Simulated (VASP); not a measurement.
# NaCl (I4/mmm) in VASP: a series of runs

Runs on NaCl. Level: PBEsol. Tasks: single point.

All numbers are computed with VASP 6.6.1; they aren't measurements. Logs are shortened: lines on timing, memory, paths and dates and some standing lists are left out, and cuts for length are marked.

**1. The cell of the first run**

The structure is tetragonal, space group I4/mmm (No. 139). The conventional cell has a = 4.005 Å, b = 4.005 Å, c = 5.635 Å, α = 90.00°, β = 90.00°, γ = 90.00°. Within 3.7 Å of Na (site symmetry 4/mmm) lie 6 Cl at 2.82 to 2.83 Å. Within 3.7 Å of Cl (site symmetry 4/mmm) lie 6 Na at 2.82 to 2.83 Å.

**2. Single point, PBEsol (strain -0.0050 x Voigt [0, 1, 0, 0, 0, 0])**

INCAR reads:

```
PREC = Accurate ; ENCUT = 520
EDIFF = 1E-6 ; ISMEAR = 0
SIGMA = 0.05 ; LREAL = False
LASPH = True ; NELM = 100
ALGO = Normal ; ISIF = 2
LWAVE = False ; LCHARG = False
GGA = PS ; NBANDS = 14
```

KPOINTS reads:

```
regular mesh
0
Gamma
  8 8 8
```

POSCAR reads:

```
NaCl
1.0
    0.0000000000      2.8175912500      2.8317500000
    2.8317500000      0.0000000000      2.8317500000
    2.8317500000      2.8175912500      0.0000000000
Na Cl
1 1
Direct
    0.0000000000      0.0000000000      0.0000000000
    0.5000000000      0.5000000000      0.5000000000
```

Potentials or basis: VASP PAW PBE potentials, release 64 (Na_pv, Cl).

The run is started by

```console
cat potpaw_PBE.64/Na_pv/POTCAR potpaw_PBE.64/Cl/POTCAR > POTCAR
mpirun -np 1 vasp_std > vasp.out
```

OUTCAR:

```text
PREC = Accurate
   ENCUT = 520
   EDIFF = 1E-6
   ISMEAR = 0
   LREAL = False
   LASPH = True
   NELM = 100
   ISIF = 2
   GGA = PS

 ion  position               nearest neighbor table
   1  0.000  0.000  0.000-
   2  0.500  0.500  0.500-

  LATTYP: Found a body centered tetragonal cell.
 ALAT       =     4.0046992553
 C/A-ratio  =     1.4071424946

  Lattice vectors:

 A1 = (   0.0000000000,  -2.8175912500,   2.8317500000)
 A2 = (   0.0000000000,  -2.8175912500,  -2.8317500000)
 A3 = (   2.8317500000,   2.8175912500,   0.0000000000)

Analysis of symmetry for initial positions (statically):
=====================================================================
 Subroutine PRICEL returns:
 Original cell was already a primitive cell.

 Routine SETGRP: Setting up the symmetry group for a
 body centered tetragonal supercell.

 Subroutine GETGRP returns: Found 16 space group operations
 (whereof 16 operations were pure point group operations)
 out of a pool of 16 trial point group operations.

The static configuration has the point symmetry D_4h.

Analysis of symmetry for dynamics (positions and initial velocities):
=====================================================================
 Subroutine PRICEL returns:
 Original cell was already a primitive cell.

 Routine SETGRP: Setting up the symmetry group for a
 body centered tetragonal supercell.

 Subroutine GETGRP returns: Found 16 space group operations
 (whereof 16 operations were pure point group operations)
 out of a pool of 16 trial point group operations.

The dynamic configuration has the point symmetry D_4h.

 Subroutine INISYM returns: Found 16 space group operations
 (whereof 16 operations are pure point group operations),
 and found     1 'primitive' translations

----------------------------------------------------------------------------------------

                                     Primitive cell

  volume of cell :      45.1874

  direct lattice vectors                    reciprocal lattice vectors
     0.000000000  2.817591250  2.831750000    -0.176569259  0.177456542  0.176569259
     2.831750000  0.000000000  2.831750000     0.176569259 -0.177456542  0.176569259
     2.831750000  2.817591250  0.000000000     0.176569259  0.177456542 -0.176569259

  length of vectors
     3.994700053  4.004699255  3.994700053     0.306340058  0.306340058  0.306340058

  position of ions in fractional coordinates (direct lattice)
[... 88 lines left out ...]
   TEBEG  =    0.0;   TEEND  =   0.0 temperature during run
   PSTRESS=    0.0 pullay stress
   NELECT =      14.0000    total number of electrons
   NUPDOWN=      -1.0000    fix difference up-down
   EMIN   =  10.00;   EMAX   =-10.00  energy-range for DOS
   EFERMI =   0.00;   METHOD = LEGACY
   ISMEAR =     0;   SIGMA  =   0.05  broadening in eV -4-tet -1-fermi 0-gaus
   EFERMI_NEDOS =   21; number of points for ismear=-14 and -15
   IALGO  =     38    algorithm
   IMIX   =      4    mixing-type and parameters
     AMIX     =   0.40;   BMIX     =  1.00
     AMIX_MAG =   1.60;   BMIX_MAG =  1.00
  volume/ion in A,a.u.               =      22.59       152.47
  Fermi-wavevector in a.u.,A,eV,Ry     =   1.107758  2.093359 16.696088  1.227128
  Thomas-Fermi vector in A             =   2.244276
   LORBIT       =      0    0 simple, 1 ext, 2 COOP (PROOUT), +10 PAW based schemes
   GGA     = PS    functional components
   LHFCALC =     F    Hartree Fock is set to
   AEXX    =    0.0000 exact exchange contribution
   IVDW    =     0    specifies the selected vdW correction
   LEPSILON=     F    determine dielectric tensor
   LRPA    =     F    only Hartree local field effects (RPA)
 non-spin polarized calculation
 Gauss-broadening in eV      SIGMA  =   0.05
  energy-cutoff  :      520.00
  volume of cell :       45.19
 maximum number of plane-waves:      1243
 NGX is ok and might be reduce to    30
   NGX = 15   NGY = 15   NGZ = 15

 number of electron      13.9999994 magnetization

 Free energy of the ion-electron system (eV)
  ---------------------------------------------------
  ext. energy  EPLUGINS =         0.00000000
  ---------------------------------------------------
  free energy    TOTEN  =        -6.99601801 eV

  energy without entropy =       -6.99601801  energy(sigma->0) =       -6.99601801

 E-fermi :  -0.6140     XC(G=0):  -8.3004

 val. band max:       -0.8262873333   @ k =   0.0000   0.0000   0.0000
 cond. band min:       4.0770852991   @ k =   0.0000   0.0000   0.0000
 fundamental gap:      4.9033726323
 Fermi energy:        -0.6140078826

 k-point     1 :       0.0000    0.0000    0.0000
  band No.  band energies     occupation
      1     -21.4933      2.00000
      2     -21.4933      2.00000
      3     -21.4927      2.00000
      4     -13.4547      2.00000
      5      -0.8305      2.00000
      6      -0.8263      2.00000
      7      -0.8263      2.00000
      8       4.0771      0.00000
      9      10.1500      0.00000
     10      10.1500      0.00000
     11      10.1879      0.00000
     12      12.3420      0.00000
     13      12.4040      0.00000
     14      13.7367      0.00000
[... 377 lines left out ...]
      1     -21.5144      2.00000
      2     -21.4966      2.00000
      3     -21.4959      2.00000
      4     -13.1835      2.00000
      5      -2.3467      2.00000
      6      -1.1594      2.00000
      7      -1.1235      2.00000
      8       6.3783      0.00000
      9       8.7409      0.00000
     10       9.7131      0.00000
     11      10.5811      0.00000
     12      12.5689      0.00000
     13      13.9975      0.00000
     14      15.2536      0.00000

 [... further k-points ...]

------------------------ aborting loop because EDIFF is reached ----------------------------------------

  FORCE on cell =-STRESS in cart. coord.  units (eV):
  Direction    XX          YY          ZZ          XY          YZ          ZX
  --------------------------------------------------------------------------------------
  -------------------------------------------------------------------------------------
  Total       -0.2024358     -0.1489712     -0.2024358      0.0000000     -0.0000000      0.0000000
  in kB       -7.1776123     -5.2819602     -7.1776123      0.0000000     -0.0000000      0.0000000
  external PRESSURE =      -6.5457283 kB  Pullay stress =       0.0000000 kB

 VOLUME and BASIS-vectors are now :
 -----------------------------------------------------------------------------
  energy-cutoff  :      520.00
  volume of cell :       45.19
      direct lattice vectors                 reciprocal lattice vectors
     0.000000000  2.817591250  2.831750000    -0.176569259  0.177456542  0.176569259
     2.831750000  0.000000000  2.831750000     0.176569259 -0.177456542  0.176569259
     2.831750000  2.817591250  0.000000000     0.176569259  0.177456542 -0.176569259

 POSITION                                       TOTAL-FORCE (eV/Angst)
 -----------------------------------------------------------------------------------
      0.00000      0.00000      0.00000         0.000000      0.000000     -0.000000
      2.83175      2.81759      2.83175        -0.000000     -0.000000      0.000000
 -----------------------------------------------------------------------------------
    total drift:                               -0.000000      0.000000      0.000000

  FREE ENERGIE OF THE ION-ELECTRON SYSTEM (eV)
  ---------------------------------------------------
  free  energy   TOTEN  =        -6.9960180075 eV

  energy  without entropy=       -6.9960180075  energy(sigma->0) =       -6.99601801
```

Wall time 28 s (1 thread of Intel Xeon Platinum 8488C (Sapphire Rapids), shared host); peak memory 0.17 GiB.

Results:

```
Free energy            : -6.9960 eV
Pressure               : -0.7 GPa
Band gap on the k mesh : 4.90 eV
```

Levels at points of the mesh, in eV from the valence-band top:
```tsv
k point	band 5	band 6	band 7	band 8	band 9	band 10
(0.00, 0.00, 0.00)	0.00	0.00	0.00	4.90	10.98	10.98
(0.50, 0.00, 0.00)	-1.95	-0.27	-0.26	7.06	10.44	10.82
(0.50, 0.50, 0.00)	-1.69	-0.61	-0.59	7.41	7.90	11.06
(0.50, 0.00, 0.50)	-1.68	-0.61	-0.61	7.41	7.88	11.11
```

Caveat: the cell differs from its parent crystal (strain -0.0050 x Voigt [0, 1, 0, 0, 0, 0]); the PAW data sets were made with another functional, which shifts forces and pressure a little.

**3. Single point, PBEsol (strain +0.0150 x Voigt [0, 1, 0, 0, 0, 0])**

INCAR reads:

```
SYSTEM = NaCl
ALGO = Normal ; EDIFF = 1E-6
ENCUT = 520 ; GGA = PS
ISIF = 2 ; ISMEAR = 0
LASPH = .TRUE. ; LCHARG = .FALSE.
LREAL = .FALSE. ; LWAVE = .FALSE.
NBANDS = 14 ; NELM = 100
PREC = Accurate ; SIGMA = 0.05
```

KPOINTS reads:

```
k-points
0
G
  8 8 8
  0 0 0
```

POSCAR reads:

```
NaCl
1.0
    0.0000000000      2.8742262500      2.8317500000
    2.8317500000      0.0000000000      2.8317500000
    2.8317500000      2.8742262500      0.0000000000
Na Cl
1 1
Direct
    0.0000000000      0.0000000000      0.0000000000
    0.5000000000      0.5000000000      0.5000000000
```

Potentials or basis: VASP PAW PBE potentials, release 64 (Na_pv, Cl).

The run is started by

```console
cat potpaw_PBE.64/Na_pv/POTCAR potpaw_PBE.64/Cl/POTCAR > POTCAR
mpirun -np 1 vasp_std > vasp.out
```

Wall time 30 s (1 thread of Intel Xeon Platinum 8488C (Sapphire Rapids), shared host); peak memory 0.18 GiB.

The run converged. Its results:

- Free energy: -6.9907 eV
- Pressure: -1.1 GPa
- Band gap on the k mesh: 4.83 eV

Stress tensor (GPa, compression positive):
```
-0.92  0.00  0.00
 0.00 -1.40  0.00
 0.00  0.00 -0.92
```

Levels at points of the mesh, in eV from the valence-band top:
```csv
k point,band 3,band 4,band 5,band 6,band 7,band 8,band 9,band 10,band 11,band 12
"(0.00, 0.00, 0.00)",-20.71,-12.59,-0.01,-0.01,0.00,4.83,10.89,11.00,11.00,13.05
"(0.50, 0.00, 0.00)",-20.71,-12.27,-1.90,-0.27,-0.25,7.02,10.28,10.72,10.86,14.64
"(0.50, 0.50, 0.00)",-20.72,-12.22,-1.64,-0.62,-0.58,7.35,7.89,10.98,14.24,14.44
"(0.50, 0.00, 0.50)",-20.72,-12.23,-1.64,-0.57,-0.57,7.36,7.94,10.84,14.44,14.44
```

Caveat: the cell differs from its parent crystal (strain +0.0150 x Voigt [0, 1, 0, 0, 0, 0]); the PAW data sets were made with another functional, which shifts forces and pressure a little. A k mesh can miss the band edges.

[end of part 1 of 2]
